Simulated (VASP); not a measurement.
# Fe (Immm) in VASP: further runs

The runs below take Fe through single point, with PBE.

Program: VASP 6.6.1. These are calculated values, not measurements. Logs are shortened: lines on timing, memory, paths and dates and some standing lists are left out, and cuts for length are marked.

**1. The cell of the first run**

The structure is orthorhombic, space group Immm (No. 71). Conventional cell: a = 2.832 Å, b = 3.030 Å, c = 3.039 Å, α = 90.00°, β = 90.00°, γ = 90.00°. Fe (site symmetry mmm) has 14 Fe at 2.57 to 3.04 Å within 3.4 Å.

**2. Single point, PBE, collinear spin, ferromagnetic start (normal strain along x +0.0733, normal strain along z +0.0700)**

INCAR

```
ALGO = Fast ; EDIFF = 1E-6
ENCUT = 520 ; GGA = PE
ISIF = 2 ; ISMEAR = 0
ISPIN = 2 ; LASPH = True
LCHARG = True ; LELF = True
LMAXMIX = 4 ; LORBIT = 11
LREAL = False ; LVHAR = True
LWAVE = False ; MAGMOM = 2.44
NBANDS = 14 ; NELM = 150
PREC = Accurate ; SIGMA = 0.15
```

KPOINTS

```
k-points
0
Gamma
  10 10 10
```

POSCAR

```
Fe
1.0
   -1.5195513979      1.4157750842      1.5148793401
    1.5195513979     -1.4157750842      1.5148793401
    1.5195513979      1.4157750842     -1.5148793401
Fe
1
Direct
    0.0000000000      0.0000000000      0.0000000000
```

Potentials or basis: VASP PAW PBE potentials, release 64 (Fe).

Launch:

```
cat potpaw_PBE.64/Fe/POTCAR > POTCAR
mpirun -np 1 vasp_std > vasp.out
```

OUTCAR:

```text
EDIFF = 1E-6
   ENCUT = 520
   GGA = PE
   ISIF = 2
   ISMEAR = 0
   ISPIN = 2
   LASPH = True
   LORBIT = 11
   LREAL = False
   NELM = 150
   PREC = Accurate

 ion  position               nearest neighbor table
   1  0.000  0.000  0.000-

  LATTYP: Found a body centered orthorhombic cell.
 ALAT       =     2.8315501684
 B/A-ratio  =     1.0700000000
 C/A-ratio  =     1.0733000000

  Lattice vectors:

 A1 = (  -1.5195513979,  -1.4157750842,  -1.5148793401)
 A2 = (  -1.5195513979,   1.4157750842,   1.5148793401)
 A3 = (   1.5195513979,   1.4157750842,  -1.5148793401)

Analysis of symmetry for initial positions (statically):
=====================================================================
 Subroutine PRICEL returns:
 Original cell was already a primitive cell.

 Routine SETGRP: Setting up the symmetry group for a
 body centered orthorhombic supercell.

 Subroutine GETGRP returns: Found  8 space group operations
 (whereof  8 operations were pure point group operations)
 out of a pool of  8 trial point group operations.

The static configuration has the point symmetry D_2h.

Analysis of symmetry for dynamics (positions and initial velocities):
=====================================================================
 Subroutine PRICEL returns:
 Original cell was already a primitive cell.

 Routine SETGRP: Setting up the symmetry group for a
 body centered orthorhombic supercell.

 Subroutine GETGRP returns: Found  8 space group operations
 (whereof  8 operations were pure point group operations)
 out of a pool of  8 trial point group operations.

The dynamic configuration has the point symmetry D_2h.

Analysis of structural, dynamic, and magnetic symmetry:
=====================================================================
 Subroutine PRICEL returns:
 Original cell was already a primitive cell.

 Routine SETGRP: Setting up the symmetry group for a
 body centered orthorhombic supercell.

 Subroutine GETGRP returns: Found  8 space group operations
 (whereof  8 operations were pure point group operations)
 out of a pool of  8 trial point group operations.

The overall configuration has the point symmetry D_2h.

 Subroutine INISYM returns: Found  8 space group operations
 (whereof  8 operations are pure point group operations),
 and found     1 'primitive' translations

----------------------------------------------------------------------------------------

                                     Primitive cell

  volume of cell :      13.0361

  direct lattice vectors                    reciprocal lattice vectors
    -1.519551398  1.415775084  1.514879340     0.000000000  0.353163441  0.330059290
     1.519551398 -1.415775084  1.514879340     0.329044480  0.000000000  0.330059290
     1.519551398  1.415775084 -1.514879340     0.329044480  0.353163441  0.000000000

  length of vectors
     2.570664302  2.570664302  2.570664302     0.483387578  0.466057298  0.482695231

  position of ions in fractional coordinates (direct lattice)
     0.000000000  0.000000000  0.000000000

  ion indices of the primitive-cell ions
   primitive index   ion index
                 1           1

----------------------------------------------------------------------------------------

 KPOINTS: k-points

Automatic generation of k-mesh.
 Grid dimensions read from file:
 generate k-points for:   10   10   10

 Generating k-lattice:

  Cartesian coordinates                     Fractional coordinates (reciprocal lattice)
     0.000000000  0.035316344  0.033005929     0.100000000  0.000000000  0.000000000
     0.032904448  0.000000000  0.033005929     0.000000000  0.100000000 -0.000000000
     0.032904448  0.035316344  0.000000000     0.000000000 -0.000000000  0.100000000

  Length of vectors
     0.048338758  0.046605730  0.048269523

  Shift w.r.t. Gamma in fractional coordinates (k-lattice)
     0.000000000  0.000000000  0.000000000

 Subroutine IBZKPT returns following result:
 ===========================================

 Found    171 irreducible k-points:

 Following reciprocal coordinates:
            Coordinates               Weight
  0.000000  0.000000  0.000000      1.000000
  0.100000 -0.000000  0.000000      4.000000
  0.200000 -0.000000  0.000000      4.000000
  0.300000  0.000000 -0.000000      4.000000
  0.400000  0.000000  0.000000      4.000000
  0.500000 -0.000000  0.000000      2.000000
[... 16 lines left out ...]
 -0.400000  0.200000  0.000000      8.000000
 -0.300000  0.200000  0.000000      8.000000
 [... further k-points ...]
   k-points           NKPTS =    171   k-points in BZ     NKDIM =    171   number of bands    NBANDS=     14
   number of dos      NEDOS =    301   number of ions     NIONS =      1
   total plane-waves  NPLWV =   8000
   dimension x,y,z NGX =    20 NGY =   20 NGZ =   20
   dimension x,y,z NGXF=    40 NGYF=   40 NGZF=   40
   ions per type =               1
   NGX,Y,Z   is equivalent  to a cutoff of  12.93, 12.93, 12.93 a.u.
   NGXF,Y,Z  is equivalent  to a cutoff of  25.87, 25.87, 25.87 a.u.
 SYSTEM =  unknown system
   PREC   = accura    normal or accurate (medium, high low for compatibility)
   ISTART =      0    job   : 0-new  1-cont  2-samecut
   ICHARG =      2    charge: 1-file 2-atom 10-const
   ISPIN  =      2    spin polarized calculation?
   LNONCOLLINEAR =      F non collinear calculations
   LSORBIT =      F    spin-orbit coupling
   LASPH  =      T    aspherical Exc in radial PAW
   ENCUT  =  520.0 eV  38.22 Ry    6.18 a.u.   4.78  4.78  4.78*2*pi/ulx,y,z
   NELM   =    150;   NELMIN=  2; NELMDL= -5     # of ELM steps
   EDIFF  = 0.1E-05   stopping-criterion for ELM
   LREAL  =      F    real-space projection
   EDIFFG = 0.1E-04   stopping-criterion for IOM
   NSW    =      0    number of steps for IOM
   IBRION =     -1    ionic relax: 0-MD 1-quasi-New 2-CG
   NFREE  =      0    steps in history (QN), initial steepest desc. (CG)
   ISIF   =      2    stress and relaxation
   ISYM   =      2    0-nonsym 1-usesym 2-fastsym
   POTIM  = 0.5000    time-step for ionic-motion
   TEBEG  =    0.0;   TEEND  =   0.0 temperature during run
   PSTRESS=    0.0 pullay stress
   NELECT =       8.0000    total number of electrons
   NUPDOWN=      -1.0000    fix difference up-down
   EMIN   =  10.00;   EMAX   =-10.00  energy-range for DOS
   EFERMI =   0.00;   METHOD = LEGACY
   ISMEAR =     0;   SIGMA  =   0.15  broadening in eV -4-tet -1-fermi 0-gaus
   EFERMI_NEDOS =   21; number of points for ismear=-14 and -15
   IALGO  =     68    algorithm
   IMIX   =      4    mixing-type and parameters
     AMIX     =   0.40;   BMIX     =  1.00
     AMIX_MAG =   1.60;   BMIX_MAG =  1.00
  volume/ion in A,a.u.               =      13.04        87.97
  Fermi-wavevector in a.u.,A,eV,Ry     =   1.391198  2.628983 26.333147  1.935432
  Thomas-Fermi vector in A             =   2.515060
   LORBIT       =     11    0 simple, 1 ext, 2 COOP (PROOUT), +10 PAW based schemes
   GGA     = PE    functional components
   LHFCALC =     F    Hartree Fock is set to
   AEXX    =    0.0000 exact exchange contribution
   IVDW    =     0    specifies the selected vdW correction
   LEPSILON=     F    determine dielectric tensor
   LRPA    =     F    only Hartree local field effects (RPA)
 spin polarized calculation
 RMM-DIIS sequential band-by-band and
 Gauss-broadening in eV      SIGMA  =   0.15
  energy-cutoff  :      520.00
  volume of cell :       13.04
 maximum number of plane-waves:       362
   NGX =  9   NGY =  9   NGZ =  9

 number of electron       7.9999997 magnetization       2.5786580

 Free energy of the ion-electron system (eV)
  ---------------------------------------------------
  ext. energy  EPLUGINS =         0.00000000
  ---------------------------------------------------
  free energy    TOTEN  =        -8.13502665 eV

  energy without entropy =       -8.12181929  energy(sigma->0) =       -8.12842297

 E-fermi :   4.5911     XC(G=0): -12.3449

 val. band max:        4.5827538825   @ k =   0.3000  -0.3000   0.2000
 cond. band min:       4.6064369364   @ k =  -0.3000  -0.2000   0.2000
 fundamental gap:      0.0236830539
 Fermi energy:         4.5911098123

 spin component 1

 k-point     1 :       0.0000    0.0000    0.0000
  band No.  band energies     occupation
      1      -3.1473      1.00000
      2       2.1872      1.00000
      3       2.4429      1.00000
      4       2.4532      1.00000
      5       3.1912      1.00000
      6       3.5160      1.00000
      7      27.5562      0.00000
      8      27.6016      0.00000
      9      29.2535      0.00000
     10      31.9037      0.00000
     11      32.6174      0.00000
     12      33.1234      0.00000
     13      33.2222      0.00000
     14      33.3207      0.00000
[... 375 lines left out ...]
 k-point    24 :      -0.3000    0.2000    0.0000
  band No.  band energies     occupation
      1      -0.7604      1.00000
      2       1.8515      1.00000
      3       2.1217      1.00000
      4       3.2170      1.00000
      5       3.5431      1.00000
      6       3.5563      1.00000
      7      19.2591      0.00000
      8      22.0289      0.00000
      9      24.3088      0.00000
     10      27.7358      0.00000
     11      30.7231      0.00000
     12      31.9606      0.00000
     13      37.0852      0.00000
     14      39.4833      0.00000

 [... further k-points ...]

 spin component 2

 k-point     1 :       0.0000    0.0000    0.0000
  band No.  band energies     occupation
      1      -2.9776      1.00000
      2       4.4117      0.95461
      3       4.8698      0.00430
      4       4.8875      0.00260
      5       6.0773      0.00000
      6       6.6164      0.00000
      7      27.2752      0.00000
      8      27.3264      0.00000
      9      28.9632      0.00000
     10      32.1279      0.00000
     11      33.0943      0.00000
     12      33.3538      0.00000
     13      34.3332      0.00000
     14      34.4345      0.00000
[... 375 lines left out ...]
 k-point    24 :      -0.3000    0.2000    0.0000
  band No.  band energies     occupation
      1      -0.4728      1.00000
      2       4.0226      1.00000
      3       4.3132      0.99560
      4       5.9656      0.00000
      5       6.1567      0.00000
      6       6.5034      0.00000
      7      19.9143      0.00000
      8      22.4669      0.00000
      9      25.0331      0.00000
     10      27.8558      0.00000
     11      31.2845      0.00000
     12      32.3950      0.00000
     13      37.5817      0.00000
     14      39.7061      0.00000

 [... further k-points ...]
[... 5 lines left out ...]
  --------------------------------------------------------------------------------------
  -------------------------------------------------------------------------------------
  Total       -1.2841515     -1.0804417     -1.2746651      0.0000000     -0.0000000      0.0000000
  in kB     -157.8262238   -132.7896520   -156.6603136      0.0000000     -0.0000000      0.0000000
  external PRESSURE =    -149.0920632 kB  Pullay stress =       0.0000000 kB

 VOLUME and BASIS-vectors are now :
 -----------------------------------------------------------------------------
  energy-cutoff  :      520.00
  volume of cell :       13.04
      direct lattice vectors                 reciprocal lattice vectors
    -1.519551398  1.415775084  1.514879340     0.000000000  0.353163441  0.330059290
     1.519551398 -1.415775084  1.514879340     0.329044480  0.000000000  0.330059290
     1.519551398  1.415775084 -1.514879340     0.329044480  0.353163441  0.000000000

 POSITION                                       TOTAL-FORCE (eV/Angst)
 -----------------------------------------------------------------------------------
      0.00000      0.00000      0.00000        -0.000000      0.000000     -0.000000
 -----------------------------------------------------------------------------------
    total drift:                                0.000000      0.000000      0.000000

  FREE ENERGIE OF THE ION-ELECTRON SYSTEM (eV)
  ---------------------------------------------------
  free  energy   TOTEN  =        -8.1350266539 eV

  energy  without entropy=       -8.1218192858  energy(sigma->0) =       -8.12842297

 total charge

# of ion       s       p       d       tot
------------------------------------------
    1        0.436   0.430   6.153   7.020

 magnetization (x)

# of ion       s       p       d       tot
------------------------------------------
    1       -0.014  -0.052   2.666   2.600
```

Run time: 37 s. Hardware: 1 thread of Intel Xeon Platinum 8488C (Sapphire Rapids), shared host; peak memory 0.16 GiB.

What came out:

* Free energy: -8.1350 eV
* Pressure: -14.9 GPa
* Net moment: 2.58 μB per cell
* Site moments: Fe +2.60 μB
* Valence electrons inside the program's atomic spheres: Fe 7.02

Caveat: the cell differs from its parent crystal (normal strain along x +0.0733, normal strain along z +0.0700).

**3. Single point, PBE, collinear spin, ferromagnetic start (normal strain along x +0.1100, normal strain along z +0.0467)**

INCAR

```
SYSTEM = Fe
ALGO = Normal
EDIFF = 1E-6
ENCUT = 520
GGA = PE
ISIF = 2
ISMEAR = 0
ISPIN = 2
LASPH = .TRUE.
LCHARG = .FALSE.
LMAXMIX = 4
LORBIT = 11
LREAL = .FALSE.
LWAVE = .FALSE.
MAGMOM = 2.44
NBANDS = 14
NELM = 150
PREC = Accurate
SIGMA = 0.15
```

KPOINTS

```
k-points
0
G
  10 10 10
  0 0 0
```

POSCAR

```
Fe
1.0
   -1.5715103435      1.4157750842      1.4818917806
    1.5715103435     -1.4157750842      1.4818917806
    1.5715103435      1.4157750842     -1.4818917806
Fe
1
Direct
    0.0000000000      0.0000000000      0.0000000000
```

Potentials or basis: VASP PAW PBE potentials, release 64 (Fe).

Launch:

```
cat potpaw_PBE.64/Fe/POTCAR > POTCAR
mpirun -np 1 vasp_std > vasp.out
```

It took 36 s on 1 thread of Intel Xeon Platinum 8488C (Sapphire Rapids), shared host; peak memory 0.16 GiB.

Results (log left out):

* Free energy: -8.1174 eV
* Pressure: -15.2 GPa
* Net moment: 2.62 μB per cell
* Site moments: Fe +2.64 μB
* Valence electrons inside the program's atomic spheres: Fe 7.00

Stress tensor (GPa, compression positive):
```
-17.18   0.00   0.00
  0.00 -13.36   0.00
  0.00   0.00 -15.13
```

Levels at points of the mesh, in eV from the Fermi level:
Spin up:
| k point | band 3 | band 4 | band 5 | band 6 | band 7 | band 8 |
| --- | --- | --- | --- | --- | --- | --- |
| (0.00, 0.00, 0.00) | -2.25 | -2.06 | -1.48 | -1.10 | 22.41 | 23.24 |
| (0.50, 0.00, 0.00) | -1.10 | -0.87 | -0.09 | 0.90 | 6.51 | 15.90 |
| (0.00, 0.50, 0.00) | -1.54 | -1.14 | -0.22 | 0.14 | 5.48 | 18.19 |
| (0.50, 0.50, 0.00) | -1.46 | -0.90 | -0.17 | 0.49 | 5.95 | 17.14 |
| (0.50, 0.50, 0.50) | -0.47 | -0.36 | -0.23 | 7.02 | 8.97 | 10.66 |
Spin down:
```csv
k point,band 1,band 2,band 3,band 4,band 5,band 6
"(0.00, 0.00, 0.00)",-7.53,-0.15,0.17,0.49,1.41,2.04
"(0.50, 0.00, 0.00)",-2.76,-1.31,0.99,1.94,2.15,2.62
"(0.00, 0.50, 0.00)",-2.90,-0.54,0.20,1.25,1.95,2.58
"(0.50, 0.50, 0.00)",-2.82,-0.89,0.56,1.50,2.11,2.57
"(0.50, 0.50, 0.50)",-2.22,-2.08,2.35,2.38,2.39,7.31
```

Caveat: the cell differs from its parent crystal (normal strain along x +0.1100, normal strain along z +0.0467).
